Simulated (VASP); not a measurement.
Wanted: the native input for a VASP 6.6.1 run.

```
Task                   : single point
Functional             : PBEsol
Potentials or basis    : VASP PAW PBE potentials, release 64 (Hf_pv, Mo_sv, C)
Cutoff                 : 520 eV
k mesh                 : 8 × 8 × 6
Occupations            : fermi-dirac, width 0.05 eV
Spin                   : no spin polarisation
Dipole correction      : no
Further INCAR settings : ALGO = Normal; EDIFF = 1e-06; NBANDS = 24
```

The structure of HfMoC2 lies in POSCAR:

```
HfMoC2
1.0
    3.1482903748      0.0000000000      0.0000000000
    0.0000000000      3.1482903748      0.0000000000
    0.0000000000      0.0000000000      4.4245462449
Hf Mo C
1 1 2
Direct
    0.0000000000      0.0000000000      0.0000000000
    0.5000000000      0.5000000000      0.5000000000
    0.5000000000      0.5000000000      0.0000000000
    0.0000000000      0.0000000000      0.5000000000
```

This cell differs from its parent crystal: volume scaled by 0.96.

These files were run (other wordings do the same):

INCAR

```
PREC     = Accurate       # precision mode
ENCUT    = 520            # plane-wave cutoff, eV
EDIFF    = 1E-6           # SCF threshold, eV
ISMEAR   = -1             # smearing method
SIGMA    = 0.05           # smearing width, eV
LREAL    = F              # projectors in reciprocal space
LASPH    = T              # aspherical terms in the spheres
NELM     = 100            # most SCF steps
ALGO     = Normal         # electronic algorithm
ISIF     = 2              # what is computed and relaxed
LWAVE    = F              # write WAVECAR
LCHARG   = T              # write CHGCAR
GGA      = PS             # functional
LELF     = T              # ELF
LVHAR    = T            
NBANDS   = 24             # bands
```

KPOINTS

```
Automatic mesh
0
Gamma
  8 8 6
```

Potentials or basis: VASP PAW PBE potentials, release 64 (Hf_pv, Mo_sv, C).

Launch:

```sh
$ cat potpaw_PBE.64/Hf_pv/POTCAR potpaw_PBE.64/Mo_sv/POTCAR potpaw_PBE.64/C/POTCAR > POTCAR
$ mpirun -np 1 vasp_std > vasp.out
```

Results of the run:

| Item | Value |
| --- | --- |
| Pressure | 2.8 GPa |
| Band gap on the k mesh | zero (band 16 reaches 10.96 eV, above the bottom of band 17 at 8.17 eV) |

Caveat: the PAW data sets were made with another functional, which shifts forces and pressure a little; spin-orbit coupling is left out, which moves the levels of the heavy elements.

Run time: 36 s on 1 thread of Intel(R) Xeon(R) Platinum 8259CL CPU @ 2.50GHz (Skylake/Cascade Lake) (shared host), peak memory 0.2 GiB.
